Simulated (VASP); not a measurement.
Runs of VASP 6.6.1 on I. The structure is that of space group Fd-3m (No. 227), or close to it. The cells are those of the table. 

| cell | gap on the mesh (eV) | pressure (GPa) |
| --- | --- | --- |
| a = 5.547 Å, angles 60.0°, 2 atoms | none | (a) |
| a = 4.334 Å, angles 60.0°, 2 atoms | none | 44.9 |
| a = 4.502 Å, angles 60.0°, 2 atoms | none | 29.9 |
| a = 4.767 Å, angles 60.0°, 2 atoms | none | 14.9 |

Alike in all rows: task single point; level PBE; potentials or basis VASP PAW PBE potentials, release 64 (I); no spin polarisation; k mesh 10 × 10 × 10; cutoff (eV) 520; smearing fermi-dirac 0.05 eV.

Question: Estimate the missing entries.

Answer: (a) 0.0.

Caveats: spin-orbit coupling is left out, which moves the levels of the heavy elements; the cell stands under pressure (at least some runs).

A k mesh can miss the band edges, and the runs leave out spin-orbit coupling on I.

A gap of «none» marks levels without a gap at the run's occupations.
